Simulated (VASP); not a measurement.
TiCo: single point with LDA

Crystal: TiCo.

```xyz
2
Lattice="2.9458 0.0000 0.0000 0.0000 2.9458 0.0000 0.0000 0.0000 2.9458" Properties=species:S:1:pos:R:3 pbc="T T T"
Co    1.4729    1.4729    1.4729
Ti    0.0000    0.0000    0.0000
```

This cell differs from its parent crystal: volume scaled by 0.96.

```yaml
Program: VASP 6.6.1
Task: single point
Functional: LDA
Potentials_or_basis: VASP PAW LDA potentials, release 64 (Co, Ti_sv)
Cutoff: 520 eV
k_mesh: 9 × 9 × 9
Occupations: fermi-dirac, width 0.05 eV
Spin: collinear spin, ferromagnetic start
Starting_moments: "[2.0, 1.0] μB"
```

| Property | Result |
| --- | --- |
| Pressure | -8.5 GPa |
| Net moment | 0.41 μB per cell |
| Site moments | Co +0.41; Ti +0.00 μB |
| Valence electrons inside the program's atomic spheres | Co 8.39; Ti 10.36 |

Levels at points of the mesh, in eV from the Fermi level:
Spin up:
```tsv
k point	band 7	band 8	band 9	band 10	band 11	band 12	band 13	band 14
(0.00, 0.00, 0.00)	-4.09	-1.66	-1.66	-1.66	0.68	0.68	2.84	2.84
```
Spin down:
```
           k point  band 7  band 8  band 9  band 10  band 11  band 12  band 13  band 14
(0.00, 0.00, 0.00)   -3.86   -1.40   -1.40    -1.40     0.89     0.89     2.89     2.89
```

Wall time 32 s on 1 thread of AMD EPYC 9R45 96-Core Processor (Zen 5), with other jobs on the host, peak memory 0.12 GiB.
